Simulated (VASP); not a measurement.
# Al (Fm-3m) in VASP: further runs

The runs below take Al through single point, with revPBE, BLYP.

All numbers are computed with VASP 6.6.1; they aren't measurements. Logs are shortened: lines on timing, memory, paths and dates and some standing lists are left out, and cuts for length are marked.

### Step 1. The cell of the first run

Symmetry: Fm-3m, No. 225, cubic system. Conventional cell: a = 4.050 Å, b = 4.050 Å, c = 4.050 Å, α = 90.00°, β = 90.00°, γ = 90.00°. Within 3.8 Å of Al (site symmetry m-3m) lie 12 Al at 2.86 Å.

### Step 2. Single point, revPBE

File INCAR:

```
ALGO = Normal
EDIFF = 1E-6
ENCUT = 500
GGA = RE
GGA_COMPAT = F
ISIF = 2
ISMEAR = -1
LASPH = T
LCHARG = F
LREAL = F
LWAVE = F
NBANDS = 8
NELM = 120
PREC = Accurate
SIGMA = 0.1
```

File KPOINTS:

```
k-points
0
Gamma
  10 10 10
```

File POSCAR:

```
Al
1.0
    0.0000000000      2.0248100000      2.0248100000
    2.0248100000      0.0000000000      2.0248100000
    2.0248100000      2.0248100000      0.0000000000
Al
1
Direct
    0.0000000000      0.0000000000      0.0000000000
```

Potentials or basis: VASP PAW PBE potentials, release 64 (Al).

Command:

```sh
$ cat potpaw_PBE.64/Al/POTCAR > POTCAR
$ mpirun -np 1 vasp_std > vasp.out
```

OUTCAR:

```text
EDIFF = 1E-6
   ENCUT = 500
   GGA = RE
   ISIF = 2
   ISMEAR = -1
   LASPH = T
   LREAL = F
   NELM = 120
   PREC = Accurate

 ion  position               nearest neighbor table
   1  0.000  0.000  0.000-

  LATTYP: Found a face centered cubic cell.
 ALAT       =     4.0496200000

  Lattice vectors:

 A1 = (   0.0000000000,   2.0248100000,   2.0248100000)
 A2 = (   2.0248100000,   0.0000000000,   2.0248100000)
 A3 = (   2.0248100000,   2.0248100000,   0.0000000000)

Analysis of symmetry for initial positions (statically):
=====================================================================
 Subroutine PRICEL returns:
 Original cell was already a primitive cell.

 Routine SETGRP: Setting up the symmetry group for a
 face centered cubic supercell.

 Subroutine GETGRP returns: Found 48 space group operations
 (whereof 48 operations were pure point group operations)
 out of a pool of 48 trial point group operations.

The static configuration has the point symmetry O_h .

Analysis of symmetry for dynamics (positions and initial velocities):
=====================================================================
 Subroutine PRICEL returns:
 Original cell was already a primitive cell.

 Routine SETGRP: Setting up the symmetry group for a
 face centered cubic supercell.

 Subroutine GETGRP returns: Found 48 space group operations
 (whereof 48 operations were pure point group operations)
 out of a pool of 48 trial point group operations.

The dynamic configuration has the point symmetry O_h .

 Subroutine INISYM returns: Found 48 space group operations
 (whereof 48 operations are pure point group operations),
 and found     1 'primitive' translations

----------------------------------------------------------------------------------------

                                     Primitive cell

  volume of cell :      16.6029

  direct lattice vectors                    reciprocal lattice vectors
     0.000000000  2.024810000  2.024810000    -0.246936750  0.246936750  0.246936750
     2.024810000  0.000000000  2.024810000     0.246936750 -0.246936750  0.246936750
     2.024810000  2.024810000  0.000000000     0.246936750  0.246936750 -0.246936750

  length of vectors
     2.863513763  2.863513763  2.863513763     0.427706997  0.427706997  0.427706997

  position of ions in fractional coordinates (direct lattice)
     0.000000000  0.000000000  0.000000000

  ion indices of the primitive-cell ions
   primitive index   ion index
                 1           1

----------------------------------------------------------------------------------------

 KPOINTS: k-points

Automatic generation of k-mesh.
 Grid dimensions read from file:
 generate k-points for:   10   10   10

 Generating k-lattice:

  Cartesian coordinates                     Fractional coordinates (reciprocal lattice)
    -0.024693675  0.024693675  0.024693675     0.100000000  0.000000000  0.000000000
     0.024693675 -0.024693675  0.024693675     0.000000000  0.100000000  0.000000000
     0.024693675  0.024693675 -0.024693675     0.000000000  0.000000000  0.100000000

  Length of vectors
     0.042770700  0.042770700  0.042770700

  Shift w.r.t. Gamma in fractional coordinates (k-lattice)
     0.000000000  0.000000000  0.000000000

 Subroutine IBZKPT returns following result:
 ===========================================

 Found     47 irreducible k-points:

 Following reciprocal coordinates:
            Coordinates               Weight
  0.000000  0.000000  0.000000      1.000000
  0.100000  0.000000  0.000000      8.000000
  0.200000  0.000000  0.000000      8.000000
  0.300000  0.000000  0.000000      8.000000
  0.400000  0.000000  0.000000      8.000000
  0.500000  0.000000  0.000000      4.000000
[... 16 lines left out ...]
  0.300000  0.300000  0.000000      6.000000
  0.400000  0.300000  0.000000     24.000000
 [... further k-points ...]
   k-points           NKPTS =     47   k-points in BZ     NKDIM =     47   number of bands    NBANDS=      8
   number of dos      NEDOS =    301   number of ions     NIONS =      1
   total plane-waves  NPLWV =  13824
   dimension x,y,z NGX =    24 NGY =   24 NGZ =   24
   dimension x,y,z NGXF=    48 NGYF=   48 NGZF=   48
   ions per type =               1
   NGX,Y,Z   is equivalent  to a cutoff of  13.93, 13.93, 13.93 a.u.
   NGXF,Y,Z  is equivalent  to a cutoff of  27.87, 27.87, 27.87 a.u.
 SYSTEM =  unknown system
   PREC   = accura    normal or accurate (medium, high low for compatibility)
   ISTART =      0    job   : 0-new  1-cont  2-samecut
   ICHARG =      2    charge: 1-file 2-atom 10-const
   ISPIN  =      1    spin polarized calculation?
   LNONCOLLINEAR =      F non collinear calculations
   LSORBIT =      F    spin-orbit coupling
   LASPH  =      T    aspherical Exc in radial PAW
   ENCUT  =  500.0 eV  36.75 Ry    6.06 a.u.   5.22  5.22  5.22*2*pi/ulx,y,z
   NELM   =    120;   NELMIN=  2; NELMDL= -5     # of ELM steps
   EDIFF  = 0.1E-05   stopping-criterion for ELM
   LREAL  =      F    real-space projection
   EDIFFG = 0.1E-04   stopping-criterion for IOM
   NSW    =      0    number of steps for IOM
   IBRION =     -1    ionic relax: 0-MD 1-quasi-New 2-CG
   NFREE  =      0    steps in history (QN), initial steepest desc. (CG)
   ISIF   =      2    stress and relaxation
   ISYM   =      2    0-nonsym 1-usesym 2-fastsym
   POTIM  = 0.5000    time-step for ionic-motion
   TEBEG  =    0.0;   TEEND  =   0.0 temperature during run
   PSTRESS=    0.0 pullay stress
   NELECT =       3.0000    total number of electrons
   NUPDOWN=      -1.0000    fix difference up-down
   EMIN   =  10.00;   EMAX   =-10.00  energy-range for DOS
   EFERMI =   0.00;   METHOD = LEGACY
   ISMEAR =    -1;   SIGMA  =   0.10  broadening in eV -4-tet -1-fermi 0-gaus
   EFERMI_NEDOS =   21; number of points for ismear=-14 and -15
   IALGO  =     38    algorithm
   IMIX   =      4    mixing-type and parameters
     AMIX     =   0.40;   BMIX     =  1.00
     AMIX_MAG =   1.60;   BMIX_MAG =  1.00
  volume/ion in A,a.u.               =      16.60       112.04
  Fermi-wavevector in a.u.,A,eV,Ry     =   0.925524  1.748987 11.654676  0.856594
  Thomas-Fermi vector in A             =   2.051388
   LORBIT       =      0    0 simple, 1 ext, 2 COOP (PROOUT), +10 PAW based schemes
   GGA     = RE    functional components
   LHFCALC =     F    Hartree Fock is set to
   AEXX    =    0.0000 exact exchange contribution
   IVDW    =     0    specifies the selected vdW correction
   LEPSILON=     F    determine dielectric tensor
   LRPA    =     F    only Hartree local field effects (RPA)
 non-spin polarized calculation
  energy-cutoff  :      500.00
  volume of cell :       16.60
 maximum number of plane-waves:       444
 NGX is ok and might be reduce to    24
   NGX = 11   NGY = 11   NGZ = 11

 number of electron       3.0000000 magnetization

 Free energy of the ion-electron system (eV)
  ---------------------------------------------------
  ext. energy  EPLUGINS =         0.00000000
  ---------------------------------------------------
  free energy    TOTEN  =        -3.54619081 eV

  energy without entropy =       -3.52584376  energy(sigma->0) =       -3.53601729

 E-fermi :   8.1233     XC(G=0): -10.1335

 val. band max:        8.1016538966   @ k =  -0.4000   0.4000   0.0000
 cond. band min:       8.1233494746   @ k =  -0.4000   0.4000   0.1000
 fundamental gap:      0.0216955780
 Fermi energy:         8.1232864990

 k-point     1 :       0.0000    0.0000    0.0000
  band No.  band energies     occupation
      1      -3.0844      2.00000
      2      20.5731      0.00000
      3      20.5731      0.00000
      4      20.5731      0.00000
      5      22.1232      0.00000
      6      22.1232      0.00000
      7      22.1232      0.00000
      8      24.3694      0.00000

 k-point     2 :       0.1000    0.0000    0.0000
  band No.  band energies     occupation
      1      -2.8138      2.00000
      2      17.3073      0.00000
      3      19.8686      0.00000
      4      19.8686      0.00000
      5      22.7404      0.00000
      6      23.2367      0.00000
      7      23.2367      0.00000
      8      26.0746      0.00000

 k-point     3 :       0.2000    0.0000    0.0000
  band No.  band energies     occupation
      1      -2.0049      2.00000
      2      13.3249      0.00000
      3      19.1193      0.00000
      4      19.1193      0.00000
      5      22.4414      0.00000
      6      23.6251      0.00000
      7      23.6251      0.00000
      8      25.6841      0.00000

 k-point     4 :       0.3000    0.0000    0.0000
  band No.  band energies     occupation
      1      -0.6669      2.00000
      2       9.6432      0.00000
      3      18.7716      0.00000
      4      18.7716      0.00000
      5      21.8666      0.00000
      6      21.8666      0.00000
      7      22.2650      0.00000
      8      25.8279      0.00000

 k-point     5 :       0.4000    0.0000    0.0000
  band No.  band energies     occupation
      1       1.1855      2.00000
      2       6.3687      2.00000
      3      18.8680      0.00000
      4      18.8680      0.00000
      5      20.4223      0.00000
      6      20.4223      0.00000
      7      22.4738      0.00000
      8      24.2982      0.00000
[... 177 lines left out ...]
 k-point    22 :      -0.2000    0.2000    0.0000
  band No.  band energies     occupation
      1      -0.2238      2.00000
      2      11.0674      0.00000
      3      12.5662      0.00000
      4      19.1683      0.00000
      5      21.1741      0.00000
      6      23.3667      0.00000
      7      24.4209      0.00000
      8      25.3914      0.00000

 k-point    23 :       0.3000    0.3000    0.0000
  band No.  band energies     occupation
      1       0.1288      2.00000
      2      13.8762      0.00000
      3      14.6466      0.00000
      4      14.8236      0.00000
      5      14.8236      0.00000
      6      18.3551      0.00000
      7      30.2657      0.00000
      8      31.4303      0.00000

 k-point    24 :       0.4000    0.3000    0.0000
  band No.  band energies     occupation
      1       1.4440      2.00000
      2      11.4343      0.00000
      3      11.8872      0.00000
      4      14.4415      0.00000
      5      15.7268      0.00000
      6      19.3231      0.00000
      7      29.5650      0.00000
      8      31.8158      0.00000

 [... further k-points ...]
[... 5 lines left out ...]
  --------------------------------------------------------------------------------------
  -------------------------------------------------------------------------------------
  Total        0.0461801      0.0461801      0.0461801      0.0000000      0.0000000      0.0000000
  in kB        4.4563826      4.4563826      4.4563826      0.0000000      0.0000000      0.0000000
  external PRESSURE =       4.4563826 kB  Pullay stress =       0.0000000 kB

 VOLUME and BASIS-vectors are now :
 -----------------------------------------------------------------------------
  energy-cutoff  :      500.00
  volume of cell :       16.60
      direct lattice vectors                 reciprocal lattice vectors
     0.000000000  2.024810000  2.024810000    -0.246936750  0.246936750  0.246936750
     2.024810000  0.000000000  2.024810000     0.246936750 -0.246936750  0.246936750
     2.024810000  2.024810000  0.000000000     0.246936750  0.246936750 -0.246936750

 POSITION                                       TOTAL-FORCE (eV/Angst)
 -----------------------------------------------------------------------------------
      0.00000      0.00000      0.00000         0.000000      0.000000      0.000000
 -----------------------------------------------------------------------------------
    total drift:                               -0.000000      0.000000      0.000000

  FREE ENERGIE OF THE ION-ELECTRON SYSTEM (eV)
  ---------------------------------------------------
  free  energy   TOTEN  =        -3.5461908078 eV

  energy  without entropy=       -3.5258437650  energy(sigma->0) =       -3.53601729
```

Run time: 2.3 s. Hardware: 1 thread of Intel Xeon 6975P-C (Granite Rapids), shared host; peak memory 0.12 GiB.

Results:

```yaml
Free_energy: -3.5462 eV
Pressure: 0.4 GPa
```

Caveat: the PAW data sets were made with another functional, which shifts forces and pressure a little.

### Step 3. Single point, BLYP

File INCAR:

```
SYSTEM = Al
PREC = Accurate ; ENCUT = 500
EDIFF = 1E-6 ; ISMEAR = -1
SIGMA = 0.1 ; LREAL = .FALSE.
LASPH = .TRUE. ; NELM = 120
ALGO = Normal ; ISIF = 2
LWAVE = .FALSE. ; LCHARG = .FALSE.
GGA = B5 ; ALDAX = 1.0
AGGAX = 1.0 ; AGGAC = 1.0
ALDAC = 0.0 ; NBANDS = 8
GGA_COMPAT = .FALSE.
```

File KPOINTS:

```
regular mesh
0
G
  10 10 10
  0 0 0
```

POSCAR is that of step 2.

Potentials or basis: VASP PAW PBE potentials, release 64 (Al).

Command:

```sh
$ cat potpaw_PBE.64/Al/POTCAR > POTCAR
$ mpirun -np 1 vasp_std > vasp.out
```

OUTCAR:

```text
SYSTEM = Al
   PREC = Accurate
   ENCUT = 500
   EDIFF = 1E-6
   ISMEAR = -1
   LREAL = .FALSE.
   LASPH = .TRUE.
   NELM = 120
   ISIF = 2
   GGA = B5

 ion  position               nearest neighbor table
   1  0.000  0.000  0.000-

  LATTYP: Found a face centered cubic cell.
 ALAT       =     4.0496200000

  Lattice vectors:

 A1 = (   0.0000000000,   2.0248100000,   2.0248100000)
 A2 = (   2.0248100000,   0.0000000000,   2.0248100000)
 A3 = (   2.0248100000,   2.0248100000,   0.0000000000)

Analysis of symmetry for initial positions (statically):
[... 435 lines left out ...]
      3      12.2375      0.00000
      4      14.7486      0.00000
      5      16.1120      0.00000
      6      19.6157      0.00000
      7      29.7999      0.00000
      8      31.9392      0.00000

 [... further k-points ...]
[... 5 lines left out ...]
  --------------------------------------------------------------------------------------
  -------------------------------------------------------------------------------------
  Total        0.3415308      0.3415308      0.3415308     -0.0000000      0.0000000      0.0000000
  in kB       32.9577592     32.9577592     32.9577592     -0.0000000      0.0000000      0.0000000
  external PRESSURE =      32.9577592 kB  Pullay stress =       0.0000000 kB

 VOLUME and BASIS-vectors are now :
 -----------------------------------------------------------------------------
  energy-cutoff  :      500.00
  volume of cell :       16.60
      direct lattice vectors                 reciprocal lattice vectors
     0.000000000  2.024810000  2.024810000    -0.246936750  0.246936750  0.246936750
     2.024810000  0.000000000  2.024810000     0.246936750 -0.246936750  0.246936750
     2.024810000  2.024810000  0.000000000     0.246936750  0.246936750 -0.246936750

 POSITION                                       TOTAL-FORCE (eV/Angst)
 -----------------------------------------------------------------------------------
      0.00000      0.00000      0.00000         0.000000      0.000000      0.000000
 -----------------------------------------------------------------------------------
    total drift:                               -0.000000      0.000000     -0.000000

  FREE ENERGIE OF THE ION-ELECTRON SYSTEM (eV)
  ---------------------------------------------------
  free  energy   TOTEN  =        -2.6875266844 eV

  energy  without entropy=       -2.6667576419  energy(sigma->0) =       -2.67714216
```

Run time: 3.8 s. Hardware: 1 thread of Intel Xeon 6975P-C (Granite Rapids), shared host; peak memory 0.13 GiB.

Results:

```
Free energy : -2.6875 eV
Pressure    : 3.3 GPa
```

Caveat: the PAW data sets were made with another functional, which shifts forces and pressure a little.
